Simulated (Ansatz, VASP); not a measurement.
# MnSb in VASP and in Ansatz

INCAR

```
ALGO = Normal
EDIFF = 1E-7
ENCUT = 520
GGA = PE
ISIF = 2
ISMEAR = 0
ISPIN = 2
LASPH = True
LCHARG = False
LMAXMIX = 4
LORBIT = 11
LREAL = False
LWAVE = False
MAGMOM = 4 0
NBANDS = 20
NELM = 150
PREC = Accurate
SIGMA = 0.1
```

File KPOINTS:

```
k-points
0
Gamma
  6 6 6
```

Contents of POSCAR:

```
MnSb
1.0
    3.5382679942      0.0000000000      0.0000000000
    0.0000000000      3.5382679942      0.0000000000
    0.0000000000      0.0000000000      3.5382679942
Mn Sb
1 1
Direct
    0.0000000000      0.0000000000      0.0000000000
    0.5000000000      0.5000000000      0.5000000000
```

Input for Ansatz:

```yaml
crystal:
  lattice:
    - [3.5382679942, 0.0, 0.0]
    - [0.0, 3.5382679942, 0.0]
    - [0.0, 0.0, 3.5382679942]
  atoms:
    - { symbol: Mn, position: [0.0, 0.0, 0.0], spin: 4.0 }
    - { symbol: Sb, position: [0.5, 0.5, 0.5] }
basis:
  ecutwfc: 420
kpoints:
  mp_grid: { grid: [6, 6, 6] }
hamiltonian:
  xc: pbe
scf:
  occupations: { method: gaussian, width: 0.1 }
  lower_state_search: "off"
output:
  forces: true
  stress: true
  eigenvalues: true
  populations: true
magnetization:
  spin_polarized: true
```

Alike in both runs: task single point; functional PBE; k mesh 6 × 6 × 6; occupations gaussian, width 0.1 eV; collinear spin.

```csv
,VASP,Ansatz
version,VASP 6.6.1,Ansatz 0.2.0
potentials or method,"VASP PAW PBE potentials, release 64 (Mn_pv, Sb), cutoff 520 eV","scalar-relativistic, plane waves, PAW"
valence electrons in the cell,18,30
```

|  | VASP | Ansatz | Ansatz less VASP |
| --- | --- | --- | --- |
| gap on the k mesh at the Fermi level (eV) | none | none | - |
| pressure (GPa) | -5.0 | -4.9 | +0.02 |
| net moment per atom (μB) | 1.89 | 1.89 | +0.002 |
| size of the moment on the site where the two differ most (μB) | 3.78 | 3.91 | +0.127 |

Site moments also hang on the region over which each program counts them. A gap of «none» marks a metal or a gap that the smearing closes. VASP's potentials hold 18 valence electrons a cell and Ansatz's 30, so a difference there can come from the potentials and not from the codes.

Spin-orbit coupling is off throughout.
